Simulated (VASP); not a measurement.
# Tc (P6_3/mmc) in VASP: notebook

Aim: see how the results for Tc move with the level of theory and the settings. Levels: PBEsol+D3(BJ), PBEsol+D4. Tasks: single point.

Everything below comes from runs of VASP 6.6.1. Logs are shortened: lines on timing, memory, paths and dates and some standing lists are left out, and cuts for length are marked.

**1. The cell of the first run**

It takes space group P6_3/mmc (No. 194, hexagonal). Conventional cell: a = 2.701 Å, b = 2.701 Å, c = 4.334 Å, α = 90.00°, β = 90.00°, γ = 120.00°. Within 3.5 Å of Tc (site symmetry -6m2) lie 12 Tc at 2.67 to 2.70 Å.

**2. Single point, PBEsol+D3(BJ)**

Contents of INCAR:

```
  PREC = Accurate
  ENCUT = 520
  EDIFF = 1E-7
  ISMEAR = -1
  SIGMA = 0.05
  LREAL = False
  LASPH = True
  NELM = 100
  ALGO = Fast
  ISIF = 2
  LWAVE = False
  LCHARG = False
  GGA = PS
  IVDW = 12
  NBANDS = 20
```

Contents of KPOINTS:

```
Automatic mesh
0
Gamma
  11 11 6
```

Contents of POSCAR:

```
Tc
1.0
    2.7010568747      0.0000000000      0.0000000000
   -1.3505284373      2.3391838705      0.0000000000
    0.0000000000      0.0000000000      4.3344924478
Tc
2
Direct
    0.6666666667      0.3333333333      0.7500000000
    0.3333333333      0.6666666667      0.2500000000
```

Potentials or basis: VASP PAW PBE potentials, release 64 (Tc_pv).

Launch:

```
cat potpaw_PBE.64/Tc_pv/POTCAR > POTCAR
mpirun -np 1 vasp_std > vasp.out
```

OUTCAR:

```text
PREC = Accurate
   ENCUT = 520
   EDIFF = 1E-7
   ISMEAR = -1
   LREAL = False
   LASPH = True
   NELM = 100
   ISIF = 2
   GGA = PS
   IVDW = 12
 IVDW          = 12

 ion  position               nearest neighbor table
   1  0.667  0.333  0.750-   2 2.67   2 2.67   2 2.67   2 2.67   2 2.67   2 2.67
   2  0.333  0.667  0.250-   1 2.67   1 2.67   1 2.67   1 2.67   1 2.67   1 2.67

  LATTYP: Found a hexagonal cell.
 ALAT       =     2.7010568747
 C/A-ratio  =     1.6047394220

  Lattice vectors:

 A1 = (   2.7010568747,   0.0000000000,   0.0000000000)
 A2 = (  -1.3505284373,   2.3391838705,   0.0000000000)
 A3 = (   0.0000000000,   0.0000000000,   4.3344924478)

Analysis of symmetry for initial positions (statically):
=====================================================================
 Subroutine PRICEL returns:
 Original cell was already a primitive cell.

 Routine SETGRP: Setting up the symmetry group for a
 hexagonal supercell.

 Subroutine GETGRP returns: Found 24 space group operations
 (whereof 12 operations were pure point group operations)
 out of a pool of 24 trial point group operations.

The static configuration has the point symmetry D_3d.
 The point group associated with its full space group is D_6h.

Analysis of symmetry for dynamics (positions and initial velocities):
=====================================================================
 Subroutine PRICEL returns:
 Original cell was already a primitive cell.

 Routine SETGRP: Setting up the symmetry group for a
 hexagonal supercell.

 Subroutine GETGRP returns: Found 24 space group operations
 (whereof 12 operations were pure point group operations)
 out of a pool of 24 trial point group operations.

The dynamic configuration has the point symmetry D_3d.
 The point group associated with its full space group is D_6h.

 Subroutine INISYM returns: Found 24 space group operations
 (whereof 12 operations are pure point group operations),
 and found     1 'primitive' translations

----------------------------------------------------------------------------------------

                                     Primitive cell

  volume of cell :      27.3865

  direct lattice vectors                    reciprocal lattice vectors
     2.701056875  0.000000000  0.000000000     0.370225451  0.213749764  0.000000000
    -1.350528437  2.339183870  0.000000000     0.000000000  0.427499528  0.000000000
     0.000000000  0.000000000  4.334492448     0.000000000  0.000000000  0.230707519

  length of vectors
     2.701056875  2.701056875  4.334492448     0.427499528  0.427499528  0.230707519

  position of ions in fractional coordinates (direct lattice)
     0.666666667  0.333333333  0.750000000
     0.333333333  0.666666667  0.250000000

  ion indices of the primitive-cell ions
   primitive index   ion index
                 1           1
                 2           2

----------------------------------------------------------------------------------------

 KPOINTS: Automatic mesh

Automatic generation of k-mesh.
 Grid dimensions read from file:
 generate k-points for:   11   11    6

 Generating k-lattice:

  Cartesian coordinates                     Fractional coordinates (reciprocal lattice)
     0.033656859  0.019431797  0.000000000     0.090909091 -0.000000000  0.000000000
     0.000000000  0.038863593  0.000000000     0.000000000  0.090909091  0.000000000
     0.000000000  0.000000000  0.038451253     0.000000000  0.000000000  0.166666667

  Length of vectors
     0.038863593  0.038863593  0.038451253

  Shift w.r.t. Gamma in fractional coordinates (k-lattice)
     0.000000000  0.000000000  0.000000000

 Subroutine IBZKPT returns following result:
 ===========================================

 Found     64 irreducible k-points:

 Following reciprocal coordinates:
            Coordinates               Weight
  0.000000  0.000000  0.000000      1.000000
  0.090909 -0.000000  0.000000      6.000000
  0.181818  0.000000  0.000000      6.000000
  0.272727  0.000000  0.000000      6.000000
  0.363636  0.000000  0.000000      6.000000
  0.454545  0.000000  0.000000      6.000000
[... 16 lines left out ...]
  0.090909  0.090909  0.166667     12.000000
  0.181818  0.090909  0.166667     24.000000
 [... further k-points ...]
   k-points           NKPTS =     64   k-points in BZ     NKDIM =     64   number of bands    NBANDS=     20
   number of dos      NEDOS =    301   number of ions     NIONS =      2
   total plane-waves  NPLWV =  12800
   dimension x,y,z NGX =    20 NGY =   20 NGZ =   32
   dimension x,y,z NGXF=    40 NGYF=   40 NGZF=   64
   ions per type =               2
   NGX,Y,Z   is equivalent  to a cutoff of  12.31, 12.31, 12.27 a.u.
   NGXF,Y,Z  is equivalent  to a cutoff of  24.62, 24.62, 24.55 a.u.
 SYSTEM =  unknown system
   PREC   = accura    normal or accurate (medium, high low for compatibility)
   ISTART =      0    job   : 0-new  1-cont  2-samecut
   ICHARG =      2    charge: 1-file 2-atom 10-const
   ISPIN  =      1    spin polarized calculation?
   LNONCOLLINEAR =      F non collinear calculations
   LSORBIT =      F    spin-orbit coupling
   LASPH  =      T    aspherical Exc in radial PAW
   ENCUT  =  520.0 eV  38.22 Ry    6.18 a.u.   5.02  5.02  8.06*2*pi/ulx,y,z
   NELM   =    100;   NELMIN=  2; NELMDL= -5     # of ELM steps
   EDIFF  = 0.1E-06   stopping-criterion for ELM
   LREAL  =      F    real-space projection
   EDIFFG = 0.1E-05   stopping-criterion for IOM
   NSW    =      0    number of steps for IOM
   IBRION =     -1    ionic relax: 0-MD 1-quasi-New 2-CG
   NFREE  =      0    steps in history (QN), initial steepest desc. (CG)
   ISIF   =      2    stress and relaxation
   ISYM   =      2    0-nonsym 1-usesym 2-fastsym
   POTIM  = 0.5000    time-step for ionic-motion
   TEBEG  =    0.0;   TEEND  =   0.0 temperature during run
   PSTRESS=    0.0 pullay stress
   NELECT =      26.0000    total number of electrons
   NUPDOWN=      -1.0000    fix difference up-down
   EMIN   =  10.00;   EMAX   =-10.00  energy-range for DOS
   EFERMI =   0.00;   METHOD = LEGACY
   ISMEAR =    -1;   SIGMA  =   0.05  broadening in eV -4-tet -1-fermi 0-gaus
   EFERMI_NEDOS =   21; number of points for ismear=-14 and -15
   IALGO  =     68    algorithm
   IMIX   =      4    mixing-type and parameters
     AMIX     =   0.40;   BMIX     =  1.00
     AMIX_MAG =   1.60;   BMIX_MAG =  1.00
  volume/ion in A,a.u.               =      13.69        92.41
  Fermi-wavevector in a.u.,A,eV,Ry     =   1.608992  3.040554 35.223506  2.588855
  Thomas-Fermi vector in A             =   2.704773
   LORBIT       =      0    0 simple, 1 ext, 2 COOP (PROOUT), +10 PAW based schemes
   GGA     = PS    functional components
   LHFCALC =     F    Hartree Fock is set to
   AEXX    =    0.0000 exact exchange contribution
   IVDW    =    12    specifies the selected vdW correction
   LEPSILON=     F    determine dielectric tensor
   LRPA    =     F    only Hartree local field effects (RPA)
 non-spin polarized calculation
 RMM-DIIS sequential band-by-band and
  energy-cutoff  :      520.00
  volume of cell :       27.39
 maximum number of plane-waves:       760
 NGX is ok and might be reduce to    20
   NGX =  9   NGY =  9   NGZ = 17

 number of electron      26.0000009 magnetization

 Free energy of the ion-electron system (eV)
  ---------------------------------------------------
  ext. energy  EPLUGINS =         0.00000000
  ---------------------------------------------------
  free energy    TOTEN  =       -22.52922503 eV

  energy without entropy =      -22.51296865  energy(sigma->0) =      -22.52109684

 E-fermi :  13.2659     XC(G=0): -14.2025

 val. band max:       13.2630411555   @ k =   0.3636   0.2727   0.5000
 cond. band min:      13.3080498324   @ k =   0.3636   0.0000   0.1667
 fundamental gap:      0.0450086769
 Fermi energy:        13.2659233903

 k-point     1 :       0.0000    0.0000    0.0000
  band No.  band energies     occupation
      1     -26.2365      2.00000
      2     -24.9557      2.00000
      3     -24.9557      2.00000
      4     -24.7425      2.00000
      5     -24.7425      2.00000
      6     -24.6950      2.00000
[... 12 lines left out ...]
     19      24.9080      0.00000
     20      27.5886      0.00000

 k-point     2 :       0.0909   -0.0000    0.0000
  band No.  band energies     occupation
      1     -26.1978      2.00000
      2     -25.0442      2.00000
      3     -24.9843      2.00000
      4     -24.8340      2.00000
      5     -24.7546      2.00000
      6     -24.7113      2.00000
[... 12 lines left out ...]
     19      24.8685      0.00000
     20      28.2504      0.00000

 k-point     3 :       0.1818    0.0000    0.0000
  band No.  band energies     occupation
      1     -26.0878      2.00000
      2     -25.2808      2.00000
      3     -25.0717      2.00000
      4     -25.0580      2.00000
      5     -24.7896      2.00000
      6     -24.7609      2.00000
[... 12 lines left out ...]
     19      24.6641      0.00000
     20      29.5172      0.00000

 k-point     4 :       0.2727    0.0000    0.0000
  band No.  band energies     occupation
      1     -25.9249      2.00000
      2     -25.5886      2.00000
      3     -25.3680      2.00000
      4     -25.1496      2.00000
      5     -24.8442      2.00000
      6     -24.8387      2.00000
[... 12 lines left out ...]
     19      24.3133      0.00000
     20      28.0117      0.00000

 k-point     5 :       0.3636    0.0000    0.0000
  band No.  band energies     occupation
      1     -25.8679      2.00000
      2     -25.7411      2.00000
      3     -25.6276      2.00000
      4     -25.2304      2.00000
      5     -24.9543      2.00000
      6     -24.8859      2.00000
[... 12 lines left out ...]
     19      24.5865      0.00000
     20      25.4052      0.00000
[... 353 lines left out ...]
      6     -24.9095      2.00000
[... 12 lines left out ...]
     19      25.4230      0.00000
     20      26.5956      0.00000

 k-point    22 :       0.4545    0.0000    0.1667
  band No.  band energies     occupation
      1     -26.0935      2.00000
      2     -25.8555      2.00000
      3     -25.4750      2.00000
      4     -25.2535      2.00000
      5     -25.0292      2.00000
      6     -24.9395      2.00000
[... 12 lines left out ...]
     19      24.9574      0.00000
     20      26.0972      0.00000

 k-point    23 :       0.0909    0.0909    0.1667
  band No.  band energies     occupation
      1     -26.0482      2.00000
      2     -25.1615      2.00000
      3     -25.1054      2.00000
      4     -24.9890      2.00000
      5     -24.8092      2.00000
      6     -24.7830      2.00000
[... 12 lines left out ...]
     19      25.9746      0.00000
     20      28.7784      0.00000

 k-point    24 :       0.1818    0.0909    0.1667
  band No.  band energies     occupation
      1     -25.9516      2.00000
      2     -25.4014      2.00000
      3     -25.3348      2.00000
      4     -25.0936      2.00000
      5     -24.8757      2.00000
      6     -24.8276      2.00000
[... 12 lines left out ...]
     19      25.8974      0.00000
     20      29.3139      0.00000

 [... further k-points ...]

------------------------ aborting loop because EDIFF is reached ----------------------------------------

 Edisp (eV)   -1.28957

 E8    (eV) :    -0.8885

  FORCE on cell =-STRESS in cart. coord.  units (eV):
  Direction    XX          YY          ZZ          XY          YZ          ZX
  --------------------------------------------------------------------------------------
  -------------------------------------------------------------------------------------
  Total      -0.11982    -0.11982    -0.11805    -0.00000     0.00000     0.00000
  in kB      -7.00983    -7.00983    -6.90648    -0.00000     0.00000     0.00000
  external pressure =       -6.98 kB  Pullay stress =        0.00 kB

 VOLUME and BASIS-vectors are now :
 -----------------------------------------------------------------------------
  energy-cutoff  :      520.00
  volume of cell :       27.39
      direct lattice vectors                 reciprocal lattice vectors
     2.701056875  0.000000000  0.000000000     0.370225451  0.213749764  0.000000000
    -1.350528437  2.339183870  0.000000000     0.000000000  0.427499528  0.000000000
     0.000000000  0.000000000  4.334492448     0.000000000  0.000000000  0.230707519

 POSITION                                       TOTAL-FORCE (eV/Angst)
 -----------------------------------------------------------------------------------
      1.35053      0.77973      3.25087        -0.000000      0.000000      0.000000
     -0.00000      1.55946      1.08362         0.000000     -0.000000      0.000000
 -----------------------------------------------------------------------------------
    total drift:                               -0.000000      0.000000     -0.000000

  FREE ENERGIE OF THE ION-ELECTRON SYSTEM (eV)
  ---------------------------------------------------
  free  energy   TOTEN  =       -23.8187902688 eV

  energy  without entropy=      -23.8025338895  energy(sigma->0) =      -23.81066208
```

Wall time 18 s (1 thread of Intel Xeon Platinum 8559C (Emerald Rapids), shared host); peak memory 0.16 GiB.

Results:

```yaml
Free_energy: -23.8188 eV
Pressure: -0.7 GPa
Band_gap_on_the_k_mesh: zero (bands 13 and 14 overlap by 3.33 eV)
Dispersion_energy_per_atom: -0.645 eV
```

Caveat: the PAW data sets were made with another functional, which shifts forces and pressure a little.

**3. Single point, PBEsol+D3(BJ)**

This run uses another cell than the first one, of 13.76 Å³/atom.

Contents of INCAR:

```
PREC = Accurate
ENCUT = 520
EDIFF = 1E-6
ISMEAR = -1
SIGMA = 0.05
LREAL = False
LASPH = True
NELM = 80
ALGO = Fast
ISIF = 2
LWAVE = False
LCHARG = False
GGA = PS
IVDW = 12
NBANDS = 20
```

Contents of KPOINTS:

```
regular mesh
0
Gamma
  11 11 6
```

Contents of POSCAR:

```
Tc
1.0
    2.7057420037      0.0000000000      0.0000000000
   -1.3528710018      2.3432413113      0.0000000000
    0.0000000000      0.0000000000      4.3421047551
Tc
2
Direct
    0.6666666667      0.3333333333      0.7500000000
    0.3333333333      0.6666666667      0.2500000000
```

Potentials or basis: VASP PAW PBE potentials, release 64 (Tc_pv).

Launch:

```
cat potpaw_PBE.64/Tc_pv/POTCAR > POTCAR
mpirun -np 1 vasp_std > vasp.out
```

It took 16 s on 1 thread of Intel Xeon Platinum 8559C (Emerald Rapids), shared host; peak memory 0.16 GiB.

It converged, with:

```
Free energy                : -23.8175 eV
Pressure                   : -2.5 GPa
Band gap on the k mesh     : zero (bands 13 and 14 overlap by 3.30 eV)
Dispersion energy per atom : -0.641 eV
```

Levels at points of the mesh, in eV from the Fermi level:
```csv
k point,band 9,band 10,band 11,band 12,band 13,band 14,band 15,band 16,band 17,band 18
"(0.00, 0.00, 0.00)",-1.64,-1.64,-1.57,-0.88,-0.88,-0.12,-0.12,1.76,2.70,2.70
"(0.00, 0.00, 0.50)",-1.96,-1.96,-1.78,-1.78,-1.78,-1.78,2.00,2.00,2.00,2.00
```

Caveat: three body term missing; the PAW data sets were made with another functional, which shifts forces and pressure a little.

**4. Single point, PBEsol+D4**

This run uses another cell than the first one, of 13.84 Å³/atom.

Contents of INCAR:

```
PREC = Accurate ; ENCUT = 520
EDIFF = 1E-6 ; ISMEAR = -1
SIGMA = 0.05 ; LREAL = F
LASPH = T ; NELM = 100
ALGO = Fast ; ISIF = 2
LWAVE = F ; LCHARG = T
GGA = PS ; IVDW = 13
LELF = T ; LVHAR = T
NBANDS = 20
```

Contents of KPOINTS:

```
Automatic mesh
0
Gamma
  11 11 6
```

Contents of POSCAR:

```
Tc
1.0
    2.7107699118      0.0000000000      0.0000000000
   -1.3553849559      2.3475956075      0.0000000000
    0.0000000000      0.0000000000      4.3502499454
Tc
2
Direct
    0.6666666667      0.3333333333      0.7500000000
    0.3333333333      0.6666666667      0.2500000000
```

Launch:

```
cat potpaw_PBE.64/Tc_pv/POTCAR > POTCAR
mpirun -np 1 vasp_std > vasp.out
```

It took 18 s on 1 thread of Intel Xeon Platinum 8559C (Emerald Rapids), shared host; peak memory 0.15 GiB.

Results (log left out):

* Free energy: -23.2645 eV
* Pressure: -0.7 GPa
* Band gap on the k mesh: zero (bands 13 and 14 overlap by 3.27 eV)
* Dispersion energy per atom: -0.363 eV

Levels at points of the mesh, in eV from the Fermi level:
| k point | band 9 | band 10 | band 11 | band 12 | band 13 | band 14 | band 15 | band 16 | band 17 | band 18 |
| --- | --- | --- | --- | --- | --- | --- | --- | --- | --- | --- |
| (0.00, 0.00, 0.00) | -1.63 | -1.63 | -1.56 | -0.87 | -0.87 | -0.12 | -0.12 | 1.74 | 2.68 | 2.68 |
| (0.00, 0.00, 0.50) | -1.95 | -1.95 | -1.76 | -1.76 | -1.76 | -1.76 | 1.98 | 1.98 | 1.98 | 1.98 |

Caveat: the PAW data sets were made with another functional, which shifts forces and pressure a little.

**5. Summary**

| level | cell | further INCAR settings | gap on the mesh (eV) | pressure (GPa) |
| --- | --- | --- | --- | --- |
| PBEsol+D3(BJ) | a = 2.701, b = 2.701, c = 4.334 Å, angles 90.0, 90.0, 120.0°, 2 atoms | ALGO = Fast; EDIFF = 1e-07; NBANDS = 20 | none | -0.7 |
| PBEsol+D3(BJ) | a = 2.706, b = 2.706, c = 4.342 Å, angles 90.0, 90.0, 120.0°, 2 atoms | ALGO = Fast; EDIFF = 1e-06; NBANDS = 20 | none | -2.5 |
| PBEsol+D4 | a = 2.711, b = 2.711, c = 4.350 Å, angles 90.0, 90.0, 120.0°, 2 atoms | ALGO = Fast; EDIFF = 1e-06; NBANDS = 20 | none | -0.7 |

Alike in all rows: task single point; potentials or basis VASP PAW PBE potentials, release 64 (Tc_pv); no spin polarisation; k mesh 11 × 11 × 6; cutoff (eV) 520; smearing fermi-dirac 0.05 eV.

Caveats: the PAW data sets were made with another functional, which shifts forces and pressure a little; three body term missing (at least some runs).

Absolute energies hang on the potentials; compare differences alone.

The gap in the log of VASP goes by the Fermi energy; the results here count the filled bands.